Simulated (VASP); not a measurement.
# SiC (Moissanite) (P6_3mc) in VASP: further runs

Runs on SiC (Moissanite). Level: PBE. Tasks: single point.

All numbers are computed with VASP 6.6.1; they aren't measurements. Logs are shortened: lines on timing, memory, paths and dates and some standing lists are left out, and cuts for length are marked.

## Step 1: The cell of the first run

Symmetry: P6_3mc, No. 186, hexagonal system. Conventional cell: a = 2.970 Å, b = 2.970 Å, c = 4.874 Å, α = 90.00°, β = 90.00°, γ = 120.00°. Si (site symmetry 3m) has 4 C at 1.80 to 1.88 Å within 2.4 Å. Within 2.4 Å of C (site symmetry 3m) lie 4 Si at 1.80 to 1.88 Å.

## Step 2: Single point, PBE

INCAR reads:

```
PREC     = Accurate       # precision mode
ENCUT    = 600            # plane-wave cutoff, eV
EDIFF    = 1E-6           # SCF threshold, eV
ISMEAR   = 0              # smearing method
SIGMA    = 0.01           # smearing width, eV
LREAL    = False          # projectors in reciprocal space
LASPH    = True           # aspherical terms in the spheres
NELM     = 120            # most SCF steps
ALGO     = Normal         # electronic algorithm
ISIF     = 2              # what is computed and relaxed
LWAVE    = False          # write WAVECAR
LCHARG   = False          # write CHGCAR
GGA      = PE             # functional
NBANDS   = 16             # bands
GGA_COMPAT= False
```

KPOINTS reads:

```
regular mesh
0
Gamma
  12 12 4
```

POSCAR reads:

```
SiC
1.0
    2.9698453470      0.0000000000      0.0000000000
   -1.4849226735      2.5719613787      0.0000000000
    0.0000000000      0.0000000000      4.8737904135
Si C
2 2
Direct
    0.3333333333      0.6666666667      0.0000000000
    0.6666666667      0.3333333333      0.5000000000
    0.3333333333      0.6666666667      0.3850000000
    0.6666666667      0.3333333333      0.8850000000
```

Potentials or basis: VASP PAW PBE potentials, release 64 (Si, C).

Run with:

```sh
$ cat potpaw_PBE.64/Si/POTCAR potpaw_PBE.64/C/POTCAR > POTCAR
$ mpirun -np 1 vasp_std > vasp.out
```

OUTCAR:

```text
PREC = Accurate
   ENCUT = 600
   EDIFF = 1E-6
   ISMEAR = 0
   LREAL = False
   LASPH = True
   NELM = 120
   ISIF = 2
   GGA = PE

 ion  position               nearest neighbor table
   1  0.333  0.667  0.000-   4 1.80   4 1.80   4 1.80   3 1.88   2 2.98   2 2.98   2 2.98   2 2.98
                             2 2.98   2 2.98
   2  0.667  0.333  0.500-   3 1.80   3 1.80   3 1.80   4 1.88   1 2.98   1 2.98   1 2.98   1 2.98
                             1 2.98   1 2.98
   3  0.333  0.667  0.385-   2 1.80   2 1.80   2 1.80   1 1.88
   4  0.667  0.333  0.885-   1 1.80   1 1.80   1 1.80   2 1.88

  LATTYP: Found a hexagonal cell.
 ALAT       =     2.9698453470
 C/A-ratio  =     1.6410923277

  Lattice vectors:

 A1 = (   2.9698453470,   0.0000000000,   0.0000000000)
 A2 = (  -1.4849226735,   2.5719613787,   0.0000000000)
 A3 = (   0.0000000000,   0.0000000000,   4.8737904135)

Analysis of symmetry for initial positions (statically):
=====================================================================
 Subroutine PRICEL returns:
 Original cell was already a primitive cell.

 Routine SETGRP: Setting up the symmetry group for a
 hexagonal supercell.

 Subroutine GETGRP returns: Found 12 space group operations
 (whereof  6 operations were pure point group operations)
 out of a pool of 24 trial point group operations.

The static configuration has the point symmetry C_3v.
 The point group associated with its full space group is C_6v.

Analysis of symmetry for dynamics (positions and initial velocities):
=====================================================================
 Subroutine PRICEL returns:
 Original cell was already a primitive cell.

 Routine SETGRP: Setting up the symmetry group for a
 hexagonal supercell.

 Subroutine GETGRP returns: Found 12 space group operations
 (whereof  6 operations were pure point group operations)
 out of a pool of 24 trial point group operations.

The dynamic configuration has the point symmetry C_3v.
 The point group associated with its full space group is C_6v.

 Subroutine INISYM returns: Found 12 space group operations
 (whereof  6 operations are pure point group operations),
 and found     1 'primitive' translations

----------------------------------------------------------------------------------------

                                     Primitive cell

  volume of cell :      37.2276

  direct lattice vectors                    reciprocal lattice vectors
     2.969845347  0.000000000  0.000000000     0.336717870  0.194404163  0.000000000
    -1.484922674  2.571961379  0.000000000     0.000000000  0.388808327  0.000000000
     0.000000000  0.000000000  4.873790414     0.000000000  0.000000000  0.205179114

  length of vectors
     2.969845347  2.969845228  4.873790414     0.388808311  0.388808327  0.205179114

  position of ions in fractional coordinates (direct lattice)
     0.333333333  0.666666667  0.000000000
     0.666666667  0.333333333  0.500000000
     0.333333333  0.666666667  0.385000000
     0.666666667  0.333333333  0.885000000

  ion indices of the primitive-cell ions
   primitive index   ion index
                 1           1
                 2           2
                 3           3
                 4           4

----------------------------------------------------------------------------------------

 KPOINTS: regular mesh

Automatic generation of k-mesh.
 Grid dimensions read from file:
 generate k-points for:   12   12    4

 Generating k-lattice:

  Cartesian coordinates                     Fractional coordinates (reciprocal lattice)
     0.028059823  0.016200347  0.000000000     0.083333333  0.000000000  0.000000000
     0.000000000  0.032400694  0.000000000     0.000000000  0.083333333  0.000000000
     0.000000000  0.000000000  0.051294779     0.000000000  0.000000000  0.250000000

  Length of vectors
     0.032400693  0.032400694  0.051294779

  Shift w.r.t. Gamma in fractional coordinates (k-lattice)
     0.000000000  0.000000000  0.000000000

 Subroutine IBZKPT returns following result:
 ===========================================

 Found     57 irreducible k-points:

 Following reciprocal coordinates:
            Coordinates               Weight
  0.000000  0.000000  0.000000      1.000000
  0.083333 -0.000000  0.000000      6.000000
  0.166667  0.000000  0.000000      6.000000
  0.250000  0.000000  0.000000      6.000000
  0.333333  0.000000  0.000000      6.000000
  0.416667 -0.000000  0.000000      6.000000
[... 16 lines left out ...]
  0.250000  0.000000  0.250000     12.000000
  0.333333  0.000000  0.250000     12.000000
 [... further k-points ...]
   k-points           NKPTS =     57   k-points in BZ     NKDIM =     57   number of bands    NBANDS=     16
   number of dos      NEDOS =    301   number of ions     NIONS =      4
   total plane-waves  NPLWV =  23040
   dimension x,y,z NGX =    24 NGY =   24 NGZ =   40
   dimension x,y,z NGXF=    48 NGYF=   48 NGZF=   80
   ions per type =               2   2
   NGX,Y,Z   is equivalent  to a cutoff of  13.43, 13.43, 13.64 a.u.
   NGXF,Y,Z  is equivalent  to a cutoff of  26.87, 26.87, 27.29 a.u.
 SYSTEM =  unknown system
   PREC   = accura    normal or accurate (medium, high low for compatibility)
   ISTART =      0    job   : 0-new  1-cont  2-samecut
   ICHARG =      2    charge: 1-file 2-atom 10-const
   ISPIN  =      1    spin polarized calculation?
   LNONCOLLINEAR =      F non collinear calculations
   LSORBIT =      F    spin-orbit coupling
   LASPH  =      T    aspherical Exc in radial PAW
   ENCUT  =  600.0 eV  44.10 Ry    6.64 a.u.   5.93  5.93  9.73*2*pi/ulx,y,z
   NELM   =    120;   NELMIN=  2; NELMDL= -5     # of ELM steps
   EDIFF  = 0.1E-05   stopping-criterion for ELM
   LREAL  =      F    real-space projection
   EDIFFG = 0.1E-04   stopping-criterion for IOM
   NSW    =      0    number of steps for IOM
   IBRION =     -1    ionic relax: 0-MD 1-quasi-New 2-CG
   NFREE  =      0    steps in history (QN), initial steepest desc. (CG)
   ISIF   =      2    stress and relaxation
   ISYM   =      2    0-nonsym 1-usesym 2-fastsym
   POTIM  = 0.5000    time-step for ionic-motion
   TEBEG  =    0.0;   TEEND  =   0.0 temperature during run
   PSTRESS=    0.0 pullay stress
   NELECT =      16.0000    total number of electrons
   NUPDOWN=      -1.0000    fix difference up-down
   EMIN   =  10.00;   EMAX   =-10.00  energy-range for DOS
   EFERMI =   0.00;   METHOD = LEGACY
   ISMEAR =     0;   SIGMA  =   0.01  broadening in eV -4-tet -1-fermi 0-gaus
   EFERMI_NEDOS =   21; number of points for ismear=-14 and -15
   IALGO  =     38    algorithm
   IMIX   =      4    mixing-type and parameters
     AMIX     =   0.40;   BMIX     =  1.00
     AMIX_MAG =   1.60;   BMIX_MAG =  1.00
  volume/ion in A,a.u.               =       9.31        62.81
  Fermi-wavevector in a.u.,A,eV,Ry     =   1.235454  2.334669 20.767194  1.526346
  Thomas-Fermi vector in A             =   2.370102
   LORBIT       =      0    0 simple, 1 ext, 2 COOP (PROOUT), +10 PAW based schemes
   GGA     = PE    functional components
   LHFCALC =     F    Hartree Fock is set to
   AEXX    =    0.0000 exact exchange contribution
   IVDW    =     0    specifies the selected vdW correction
   LEPSILON=     F    determine dielectric tensor
   LRPA    =     F    only Hartree local field effects (RPA)
 non-spin polarized calculation
 Gauss-broadening in eV      SIGMA  =   0.01
  energy-cutoff  :      600.00
  volume of cell :       37.23
 maximum number of plane-waves:      1260
 NGX is ok and might be reduce to    24
   NGX = 11   NGY = 11   NGZ = 19

 number of electron      16.0000000 magnetization

 Free energy of the ion-electron system (eV)
  ---------------------------------------------------
  ext. energy  EPLUGINS =         0.00000000
  ---------------------------------------------------
  free energy    TOTEN  =       -29.62964401 eV

  energy without entropy =      -29.62964401  energy(sigma->0) =      -29.62964401

 E-fermi :   9.7604     XC(G=0): -11.8141

 val. band max:        9.6440944585   @ k =   0.0000   0.0000   0.0000
 cond. band min:      11.7641021311   @ k =   0.3333   0.3333   0.0000
 fundamental gap:      2.1200076726
 Fermi energy:         9.7603804074

 k-point     1 :       0.0000    0.0000    0.0000
  band No.  band energies     occupation
      1      -6.9406      2.00000
      2      -3.0195      2.00000
      3       0.3047      2.00000
      4       8.0436      2.00000
      5       8.0436      2.00000
      6       9.3748      2.00000
[... 8 lines left out ...]
     15      19.1163      0.00000
     16      21.4690      0.00000

 k-point     2 :       0.0833   -0.0000    0.0000
  band No.  band energies     occupation
      1      -6.8096      2.00000
      2      -2.9075      2.00000
      3       0.4300      2.00000
      4       7.3440      2.00000
      5       7.8145      2.00000
      6       8.9352      2.00000
[... 8 lines left out ...]
     15      19.4347      0.00000
     16      20.3740      0.00000

 k-point     3 :       0.1667    0.0000    0.0000
  band No.  band energies     occupation
      1      -6.4197      2.00000
      2      -2.5805      2.00000
      3       0.7994      2.00000
      4       5.7779      2.00000
      5       7.3006      2.00000
      6       7.8204      2.00000
[... 8 lines left out ...]
     15      19.6485      0.00000
     16      19.9667      0.00000

 k-point     4 :       0.2500    0.0000    0.0000
  band No.  band energies     occupation
      1      -5.7817      2.00000
      2      -2.0752      2.00000
      3       1.3809      2.00000
      4       4.0097      2.00000
      5       6.3967      2.00000
      6       6.7462      2.00000
[... 8 lines left out ...]
     15      20.2109      0.00000
     16      20.8112      0.00000

 k-point     5 :       0.3333    0.0000    0.0000
  band No.  band energies     occupation
      1      -4.9219      2.00000
      2      -1.5180      2.00000
      3       1.8527      2.00000
      4       2.7197      2.00000
      5       4.9188      2.00000
      6       6.2891      2.00000
[... 8 lines left out ...]
     15      21.1410      0.00000
     16      22.4604      0.00000

 k-point     6 :       0.4167   -0.0000    0.0000
  band No.  band energies     occupation
      1      -3.9215      2.00000
      2      -1.3717      2.00000
      3       1.3088      2.00000
      4       3.2396      2.00000
      5       3.6248      2.00000
      6       5.9953      2.00000
[... 8 lines left out ...]
     15      21.5032      0.00000
     16      22.4291      0.00000
[... 267 lines left out ...]
 k-point    21 :       0.0833   -0.0000    0.2500
  band No.  band energies     occupation
      1      -6.4807      2.00000
      2      -4.0422      2.00000
      3       2.0860      2.00000
      4       7.5488      2.00000
      5       7.9233      2.00000
      6       8.0013      2.00000
[... 8 lines left out ...]
     15      18.8001      0.00000
     16      21.3038      0.00000

 k-point    22 :       0.1667    0.0000    0.2500
  band No.  band energies     occupation
      1      -6.0934      2.00000
      2      -3.6840      2.00000
      3       2.3789      2.00000
      4       6.0592      2.00000
      5       7.1030      2.00000
      6       7.5118      2.00000
[... 8 lines left out ...]
     15      19.7124      0.00000
     16      20.9471      0.00000

 k-point    23 :       0.2500    0.0000    0.2500
  band No.  band energies     occupation
      1      -5.4602      2.00000
      2      -3.1113      2.00000
      3       2.6795      2.00000
      4       4.5091      2.00000
      5       5.6444      2.00000
      6       6.9754      2.00000
[... 8 lines left out ...]
     15      20.8474      0.00000
     16      21.5107      0.00000

 k-point    24 :       0.3333    0.0000    0.2500
  band No.  band energies     occupation
      1      -4.6096      2.00000
      2      -2.3921      2.00000
      3       2.0066      2.00000
      4       3.9617      2.00000
      5       4.2928      2.00000
      6       6.5290      2.00000
[... 8 lines left out ...]
     15      22.2091      0.00000
     16      22.2163      0.00000

 [... further k-points ...]
[... 5 lines left out ...]
  --------------------------------------------------------------------------------------
  -------------------------------------------------------------------------------------
  Total        8.3766192      8.3766183      6.0283973     -0.0000000      0.0000000      0.0000000
  in kB      360.5074383    360.5073999    259.4462071     -0.0000000      0.0000000      0.0000000
  external PRESSURE =     326.8203484 kB  Pullay stress =       0.0000000 kB

 VOLUME and BASIS-vectors are now :
 -----------------------------------------------------------------------------
  energy-cutoff  :      600.00
  volume of cell :       37.23
      direct lattice vectors                 reciprocal lattice vectors
     2.969845347  0.000000000  0.000000000     0.336717870  0.194404163  0.000000000
    -1.484922674  2.571961379  0.000000000     0.000000000  0.388808327  0.000000000
     0.000000000  0.000000000  4.873790414     0.000000000  0.000000000  0.205179114

 POSITION                                       TOTAL-FORCE (eV/Angst)
 -----------------------------------------------------------------------------------
     -0.00000      1.71464      0.00000         0.000000      0.000000      0.931478
      1.48492      0.85732      2.43690        -0.000000     -0.000000      0.931478
     -0.00000      1.71464      1.87641        -0.000000      0.000000     -0.931478
      1.48492      0.85732      4.31330         0.000000      0.000000     -0.931478
 -----------------------------------------------------------------------------------
    total drift:                               -0.000000     -0.000000     -0.000128

  FREE ENERGIE OF THE ION-ELECTRON SYSTEM (eV)
  ---------------------------------------------------
  free  energy   TOTEN  =       -29.6296440117 eV

  energy  without entropy=      -29.6296440117  energy(sigma->0) =      -29.62964401
```

It took 28 s on 1 thread of AMD EPYC 7R43 (Zen 3), shared host; peak memory 0.14 GiB.

Results:

- Free energy: -29.6296 eV
- Pressure: 32.7 GPa
- Largest force: 0.931 eV/Å
- Band gap on the k mesh: 2.12 eV, indirect (least direct gap 4.29 eV)

Forces on the atoms (eV/Å):
```
Si   0.000  0.000  0.931
Si   0.000  0.000  0.931
C    0.000  0.000 -0.931
C    0.000  0.000 -0.931
```

Stress tensor (GPa, compression positive):
```
36.05  0.00  0.00
 0.00 36.05  0.00
 0.00  0.00 25.94
```

A k mesh can miss the band edges. A hybrid or GW would open this gap; PBE tends to underestimate it.

## Step 3: Single point, PBE

This run uses another cell than the first one, of 9.57 Å³/atom, 1.028 times its volume.

INCAR reads:

```
SYSTEM = SiC
ALGO = Normal
EDIFF = 1E-6
ENCUT = 600
GGA = PE
GGA_COMPAT = .FALSE.
ISIF = 2
ISMEAR = 0
LASPH = .TRUE.
LCHARG = .TRUE.
LELF = .TRUE.
LREAL = .FALSE.
LVHAR = .TRUE.
LWAVE = .FALSE.
NBANDS = 16
NELM = 120
PREC = Accurate
SIGMA = 0.01
```

KPOINTS reads:

```
k-points
0
G
  12 12 4
  0 0 0
```

POSCAR reads:

```
SiC
1.0
    2.9970931567      0.0000000000      0.0000000000
   -1.4985465783      2.5955586728      0.0000000000
    0.0000000000      0.0000000000      4.9185065848
Si C
2 2
Direct
    0.3333333333      0.6666666667      0.0000000000
    0.6666666667      0.3333333333      0.5000000000
    0.3333333333      0.6666666667      0.3850000000
    0.6666666667      0.3333333333      0.8850000000
```

Potentials or basis: VASP PAW PBE potentials, release 64 (Si, C).

Run with:

```sh
$ cat potpaw_PBE.64/Si/POTCAR potpaw_PBE.64/C/POTCAR > POTCAR
$ mpirun -np 1 vasp_std > vasp.out
```

It took 27 s on 1 thread of AMD EPYC 7R43 (Zen 3), shared host; peak memory 0.14 GiB.

The run converged. Its results:

```yaml
Free_energy: -29.8132 eV
Pressure: 24.0 GPa
Largest_force: 0.882 eV/Å
Band_gap_on_the_k_mesh: 2.18 eV, indirect (least direct gap 4.24 eV)
```

Forces on the atoms (eV/Å):
```
Si   0.000  0.000  0.882
Si   0.000  0.000  0.882
C    0.000  0.000 -0.882
C    0.000  0.000 -0.882
```

Stress tensor (GPa, compression positive):
```
26.86  0.00  0.00
 0.00 26.86  0.00
 0.00  0.00 18.30
```

Levels at points of the mesh, in eV from the valence-band top:
```tsv
k point	band 6	band 7	band 8	band 9	band 10	band 11
(0.00, 0.00, 0.00)	-0.27	-0.27	0.00	5.32	6.83	6.98
(0.50, 0.00, 0.00)	-3.70	-3.49	-1.50	2.74	4.29	7.35
(0.00, 0.00, 0.50)	-0.98	-0.98	-0.98	6.41	6.41	7.61
(0.50, 0.00, 0.50)	-2.79	-2.42	-2.42	3.33	3.33	5.36
```

A k mesh can miss the band edges.

## Step 4: Single point, PBE

This run uses another cell than the first one, of 10.08 Å³/atom, 1.083 times its volume.

INCAR reads:

```
ALGO = Normal
EDIFF = 1E-6
ENCUT = 600
GGA = PE
GGA_COMPAT = False
ISIF = 2
ISMEAR = 0
LASPH = True
LCHARG = False
LREAL = False
LWAVE = False
NBANDS = 16
NELM = 120
PREC = Accurate
SIGMA = 0.01
```

KPOINTS reads:

```
k-points
0
Gamma
  12 12 4
```

POSCAR reads:

```
SiC
1.0
    3.0501500384      0.0000000000      0.0000000000
   -1.5250750192      2.6415072777      0.0000000000
    0.0000000000      0.0000000000      5.0055778263
Si C
2 2
Direct
    0.3333333333      0.6666666667      0.0000000000
    0.6666666667      0.3333333333      0.5000000000
    0.3333333333      0.6666666667      0.3850000000
    0.6666666667      0.3333333333      0.8850000000
```

Run with:

```sh
$ cat potpaw_PBE.64/Si/POTCAR potpaw_PBE.64/C/POTCAR > POTCAR
$ mpirun -np 1 vasp_std > vasp.out
```

Run time: 24 s. Hardware: 1 thread of AMD EPYC 7R43 (Zen 3), shared host; peak memory 0.14 GiB.

It converged, with:

| Quantity | Value |
| --- | --- |
| Free energy | -30.0281 eV |
| Pressure | 9.5 GPa |
| Largest force | 0.792 eV/Å |
| Band gap on the k mesh | 2.28 eV, indirect (least direct gap 4.13 eV) |

Forces on the atoms (eV/Å):
```
Si   0.000  0.000  0.792
Si   0.000  0.000  0.792
C    0.000  0.000 -0.792
C    0.000  0.000 -0.792
```

Stress tensor (GPa, compression positive):
```
11.51  0.00  0.00
 0.00 11.51  0.00
 0.00  0.00  5.56
```

Levels at points of the mesh, in eV from the valence-band top:
| k point | band 4 | band 5 | band 6 | band 7 | band 8 | band 9 | band 10 | band 11 | band 12 | band 13 |
| --- | --- | --- | --- | --- | --- | --- | --- | --- | --- | --- |
| (0.00, 0.00, 0.00) | -1.57 | -1.57 | -0.27 | -0.27 | 0.00 | 4.85 | 6.29 | 6.66 | 6.66 | 7.78 |
| (0.50, 0.00, 0.00) | -6.61 | -5.52 | -3.59 | -3.33 | -1.49 | 2.64 | 4.23 | 6.94 | 7.30 | 9.95 |
| (0.00, 0.00, 0.50) | -4.51 | -0.97 | -0.97 | -0.97 | -0.97 | 5.94 | 5.94 | 7.31 | 7.31 | 7.31 |
| (0.50, 0.00, 0.50) | -8.57 | -2.72 | -2.72 | -2.37 | -2.37 | 3.22 | 3.22 | 5.11 | 5.11 | 10.56 |

A k mesh can miss the band edges.

(Continued in part 2 of 2.)
